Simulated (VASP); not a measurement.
# SiMo3 in VASP: notebook

SiMo3 is run at these levels: PBEsol; tasks: single point.

All numbers are computed with VASP 6.6.1; they aren't measurements. Logs are shortened: lines on timing, memory, paths and dates and some standing lists are left out, and cuts for length are marked.

## (1) The cell of the first run

The structure is cubic, space group Pm-3n (No. 223). Conventional cell: a = 4.473 Å, b = 4.473 Å, c = 4.473 Å, α = 90.00°, β = 90.00°, γ = 90.00°. Within 3.3 Å of Si (site symmetry m-3) lie 12 Mo at 2.50 Å. Within 3.0 Å of Mo (site symmetry -4m2) lie 10 Mo at 2.24 to 2.74 Å and 4 Si at 2.50 Å.

## (2) Single point, PBEsol (strain -0.080 along x and y, -0.080 along z)

INCAR reads:

```
PREC = Accurate
ENCUT = 520
EDIFF = 1E-6
ISMEAR = 0
SIGMA = 0.15
LREAL = False
LASPH = True
NELM = 80
ALGO = Fast
ISIF = 2
LWAVE = False
LCHARG = False
GGA = PS
NBANDS = 56
```

KPOINTS reads:

```
Automatic mesh
0
Gamma
  8 8 8
```

POSCAR reads:

```
SiMo3
1.0
    4.4726583543      0.0000000000      0.0000000000
    0.0000000000      4.4726583543      0.0000000000
    0.0000000000      0.0000000000      4.4726583543
Si Mo
2 6
Direct
    0.0000000000      0.0000000000      0.0000000000
    0.5000000000      0.5000000000      0.5000000000
    0.2500000000      0.0000000000      0.5000000000
    0.5000000000      0.7500000000      0.0000000000
    0.7500000000      0.0000000000      0.5000000000
    0.5000000000      0.2500000000      0.0000000000
    0.0000000000      0.5000000000      0.7500000000
    0.0000000000      0.5000000000      0.2500000000
```

Potentials or basis: VASP PAW PBE potentials, release 64 (Si, Mo_sv).

Started as:

```
> cat potpaw_PBE.64/Si/POTCAR potpaw_PBE.64/Mo_sv/POTCAR > POTCAR
> mpirun -np 1 vasp_std > vasp.out
```

OUTCAR:

```text
PREC = Accurate
   ENCUT = 520
   EDIFF = 1E-6
   ISMEAR = 0
   LREAL = False
   LASPH = True
   NELM = 80
   ISIF = 2
   GGA = PS

 ion  position               nearest neighbor table
   1  0.000  0.000  0.000-   3 2.50   4 2.50   5 2.50   6 2.50   7 2.50   8 2.50   3 2.50   5 2.50
                             7 2.50   8 2.50   4 2.50   6 2.50
   2  0.500  0.500  0.500-   3 2.50   4 2.50   5 2.50   6 2.50   7 2.50   8 2.50   4 2.50   6 2.50
                             3 2.50   5 2.50   7 2.50   8 2.50
   3  0.250  0.000  0.500-   5 2.24   5 2.24   1 2.50   1 2.50   2 2.50   2 2.50   4 2.74   6 2.74
                             6 2.74   4 2.74   8 2.74   7 2.74   8 2.74   7 2.74
   4  0.500  0.750  0.000-   6 2.24   6 2.24   1 2.50   2 2.50   2 2.50   1 2.50   3 2.74   5 2.74
                             3 2.74   5 2.74   8 2.74   7 2.74   7 2.74   8 2.74
   5  0.750  0.000  0.500-   3 2.24   3 2.24   1 2.50   1 2.50   2 2.50   2 2.50   4 2.74   6 2.74
                             6 2.74   4 2.74   8 2.74   7 2.74   8 2.74   7 2.74
   6  0.500  0.250  0.000-   4 2.24   4 2.24   1 2.50   2 2.50   2 2.50   1 2.50   3 2.74   5 2.74
                             5 2.74   3 2.74   8 2.74   7 2.74   7 2.74   8 2.74
   7  0.000  0.500  0.750-   8 2.24   8 2.24   1 2.50   2 2.50   1 2.50   2 2.50   3 2.74   4 2.74
                             5 2.74   3 2.74   5 2.74   6 2.74   4 2.74   6 2.74
   8  0.000  0.500  0.250-   7 2.24   7 2.24   1 2.50   2 2.50   1 2.50   2 2.50   3 2.74   4 2.74
                             5 2.74   3 2.74   5 2.74   6 2.74   4 2.74   6 2.74

  LATTYP: Found a simple cubic cell.
 ALAT       =     4.4726583543

  Lattice vectors:

 A1 = (   4.4726583543,   0.0000000000,   0.0000000000)
 A2 = (   0.0000000000,   4.4726583543,   0.0000000000)
 A3 = (   0.0000000000,   0.0000000000,   4.4726583543)

Analysis of symmetry for initial positions (statically):
=====================================================================
 Subroutine PRICEL returns:
 Original cell was already a primitive cell.

 Routine SETGRP: Setting up the symmetry group for a
 simple cubic supercell.

 Subroutine GETGRP returns: Found 48 space group operations
 (whereof 24 operations were pure point group operations)
 out of a pool of 48 trial point group operations.

The static configuration has the point symmetry T_h .
 The point group associated with its full space group is O_h .

Analysis of symmetry for dynamics (positions and initial velocities):
=====================================================================
 Subroutine PRICEL returns:
 Original cell was already a primitive cell.

 Routine SETGRP: Setting up the symmetry group for a
 simple cubic supercell.

 Subroutine GETGRP returns: Found 48 space group operations
[... 129 lines left out ...]
   EMIN   =  10.00;   EMAX   =-10.00  energy-range for DOS
   EFERMI =   0.00;   METHOD = LEGACY
   ISMEAR =     0;   SIGMA  =   0.15  broadening in eV -4-tet -1-fermi 0-gaus
   EFERMI_NEDOS =   21; number of points for ismear=-14 and -15
   IALGO  =     68    algorithm
   IMIX   =      4    mixing-type and parameters
     AMIX     =   0.40;   BMIX     =  1.00
     AMIX_MAG =   1.60;   BMIX_MAG =  1.00
  volume/ion in A,a.u.               =      11.18        75.48
  Fermi-wavevector in a.u.,A,eV,Ry     =   1.652361  3.122510 37.147963  2.730298
  Thomas-Fermi vector in A             =   2.740983
   LORBIT       =      0    0 simple, 1 ext, 2 COOP (PROOUT), +10 PAW based schemes
   GGA     = PS    functional components
   LHFCALC =     F    Hartree Fock is set to
   AEXX    =    0.0000 exact exchange contribution
   IVDW    =     0    specifies the selected vdW correction
   LEPSILON=     F    determine dielectric tensor
   LRPA    =     F    only Hartree local field effects (RPA)
 non-spin polarized calculation
 RMM-DIIS sequential band-by-band and
 Gauss-broadening in eV      SIGMA  =   0.15
  energy-cutoff  :      520.00
  volume of cell :       89.47
 maximum number of plane-waves:      2469
 NGX is ok and might be reduce to    36
   NGX = 17   NGY = 17   NGZ = 17

 number of electron      92.0000008 magnetization

 Free energy of the ion-electron system (eV)
  ---------------------------------------------------
  ext. energy  EPLUGINS =         0.00000000
  ---------------------------------------------------
  free energy    TOTEN  =       -77.69225947 eV

  energy without entropy =      -77.65805174  energy(sigma->0) =      -77.67515560

 E-fermi :  17.3902     XC(G=0): -14.7246

 val. band max:       17.3544888733   @ k =   0.5000   0.1250   0.1250
 cond. band min:      17.4294699133   @ k =   0.2500   0.1250   0.0000
 fundamental gap:      0.0749810400
 Fermi energy:        17.3901684643

 k-point     1 :       0.0000    0.0000    0.0000
  band No.  band energies     occupation
      1     -44.1721      2.00000
      2     -43.8204      2.00000
      3     -43.8204      2.00000
      4     -43.0320      2.00000
      5     -43.0320      2.00000
      6     -43.0320      2.00000
[... 1405 lines left out ...]
     55      20.3557      0.00000
     56      20.8321      0.00000

 [... further k-points ...]

------------------------ aborting loop because EDIFF is reached ----------------------------------------

  FORCE on cell =-STRESS in cart. coord.  units (eV):
  Direction    XX          YY          ZZ          XY          YZ          ZX
  --------------------------------------------------------------------------------------
  -------------------------------------------------------------------------------------
  Total       64.1769330     64.1769330     64.1769330     -0.0000000      0.0000000      0.0000000
  in kB     1149.1913902   1149.1913902   1149.1913902     -0.0000000      0.0000000      0.0000000
  external PRESSURE =    1149.1913902 kB  Pullay stress =       0.0000000 kB

 VOLUME and BASIS-vectors are now :
 -----------------------------------------------------------------------------
  energy-cutoff  :      520.00
  volume of cell :       89.47
      direct lattice vectors                 reciprocal lattice vectors
     4.472658354  0.000000000  0.000000000     0.223580681  0.000000000  0.000000000
     0.000000000  4.472658354  0.000000000     0.000000000  0.223580681  0.000000000
     0.000000000  0.000000000  4.472658354     0.000000000  0.000000000  0.223580681

 POSITION                                       TOTAL-FORCE (eV/Angst)
 -----------------------------------------------------------------------------------
      0.00000      0.00000      0.00000         0.000000     -0.000000     -0.000000
      2.23633      2.23633      2.23633         0.000000     -0.000000     -0.000000
      1.11816      0.00000      2.23633        -0.000000      0.000000      0.000000
      2.23633      3.35449      0.00000         0.000000     -0.000000      0.000000
      3.35449      0.00000      2.23633         0.000000     -0.000000     -0.000000
      2.23633      1.11816      0.00000        -0.000000      0.000000      0.000000
      0.00000      2.23633      3.35449         0.000000     -0.000000     -0.000000
      0.00000      2.23633      1.11816        -0.000000     -0.000000      0.000000
 -----------------------------------------------------------------------------------
    total drift:                                0.000000      0.000000     -0.000000

  FREE ENERGIE OF THE ION-ELECTRON SYSTEM (eV)
  ---------------------------------------------------
  free  energy   TOTEN  =       -77.6922594686 eV

  energy  without entropy=      -77.6580517376  energy(sigma->0) =      -77.67515560
```

stdout:

```text
POSCAR found type information on POSCAR SiMo
 POSCAR found :  2 types and       8 ions
 scaLAPACK will be used
 -----------------------------------------------------------------------------
|                                                                             |
|                                                                             |
|     You enforced a specific xc type in the INCAR file but a different       |
|     I HOPE YOU KNOW WHAT YOU ARE DOING!                                     |
|                                                                             |
 -----------------------------------------------------------------------------

 LDA part: xc-table for (Slater+PW92), standard interpolation
 POSCAR, INCAR and KPOINTS ok, starting setup
 FFT: planning ... GRIDC
 FFT: planning ... GRID_SOFT
 FFT: planning ... GRID
 WAVECAR not read
 entering main loop
```

Run time: 4.9 min. Hardware: 1 thread of Intel Xeon 8259CL, shared host; peak memory 0.29 GiB.

Results:

| Quantity | Value |
| --- | --- |
| Free energy | -77.6923 eV |
| Pressure | 114.9 GPa |
| Band gap on the k mesh | zero (bands 46 and 47 overlap by 2.75 eV) |

Levels at points of the mesh, in eV from the Fermi level:
| k point | band 42 | band 43 | band 44 | band 45 | band 46 | band 47 | band 48 | band 49 | band 50 | band 51 |
| --- | --- | --- | --- | --- | --- | --- | --- | --- | --- | --- |
| (0.00, 0.00, 0.00) | -3.10 | -2.25 | -2.25 | 1.66 | 1.66 | 1.66 | 3.39 | 3.44 | 3.56 | 3.57 |
| (0.50, 0.00, 0.00) | -3.01 | -2.09 | -2.09 | 0.72 | 0.72 | 1.01 | 1.01 | 1.97 | 1.97 | 2.00 |
| (0.50, 0.50, 0.00) | -2.02 | -1.98 | -1.18 | -1.13 | -0.81 | -0.81 | -0.61 | 0.12 | 0.69 | 0.71 |
| (0.50, 0.50, 0.50) | -2.79 | -1.09 | -1.09 | -1.09 | -1.09 | -1.09 | -1.09 | 1.70 | 1.70 | 1.70 |

Caveat: the cell differs from its parent crystal (strain -0.080 along x and y, -0.080 along z); the cell stands under pressure; the PAW data sets were made with another functional, which shifts forces and pressure a little.

## (3) Single point, PBEsol (strain +0.080 along x and y, +0.080 along z)

INCAR reads:

```
SYSTEM = SiMo3
PREC = Accurate ; ENCUT = 520
EDIFF = 1E-6 ; ISMEAR = 0
SIGMA = 0.15 ; LREAL = .FALSE.
LASPH = .TRUE. ; NELM = 80
ALGO = Fast ; ISIF = 2
LWAVE = .FALSE. ; LCHARG = .TRUE.
GGA = PS ; LELF = .TRUE.
LVHAR = .TRUE. ; NBANDS = 56
```

KPOINTS reads:

```
regular mesh
0
G
  8 8 8
  0 0 0
```

Edit POSCAR of step 2 so:

```diff
@@ -2,5 +2,5 @@
 1.0
-    4.4726583543      0.0000000000      0.0000000000
-    0.0000000000      4.4726583543      0.0000000000
-    0.0000000000      0.0000000000      4.4726583543
+    5.2505119811      0.0000000000      0.0000000000
+    0.0000000000      5.2505119811      0.0000000000
+    0.0000000000      0.0000000000      5.2505119811
 Si Mo
```

Potentials or basis: VASP PAW PBE potentials, release 64 (Si, Mo_sv).

Started as:

```
> cat potpaw_PBE.64/Si/POTCAR potpaw_PBE.64/Mo_sv/POTCAR > POTCAR
> mpirun -np 1 vasp_std > vasp.out
```

It took 9.3 min on 1 thread of Intel Xeon 8259CL, shared host; peak memory 0.37 GiB.

Results (log left out):

```
Free energy            : -80.9275 eV
Pressure               : -37.0 GPa
Band gap on the k mesh : zero (bands 46 and 47 overlap by 2.01 eV)
```

Levels at points of the mesh, in eV from the Fermi level:
```
           k point  band 43  band 44  band 45  band 46  band 47  band 48  band 49  band 50
(0.00, 0.00, 0.00)    -1.20    -1.20     0.92     0.92     0.92     0.92     1.72     1.75
(0.50, 0.00, 0.00)    -1.50    -1.50     0.07     0.07     0.75     0.75     1.14     1.14
(0.50, 0.50, 0.00)    -0.77    -0.73    -0.73    -0.72    -0.44    -0.24    -0.18     0.10
(0.50, 0.50, 0.50)    -1.08    -1.08    -1.08    -1.08    -1.08    -1.08     0.95     0.95
```

Caveat: the cell differs from its parent crystal (strain +0.080 along x and y, +0.080 along z); the cell stands under tension; the PAW data sets were made with another functional, which shifts forces and pressure a little.

(Continued in part 2 of 2.)

The gap in the log of VASP goes by the Fermi energy; the results here count the filled bands.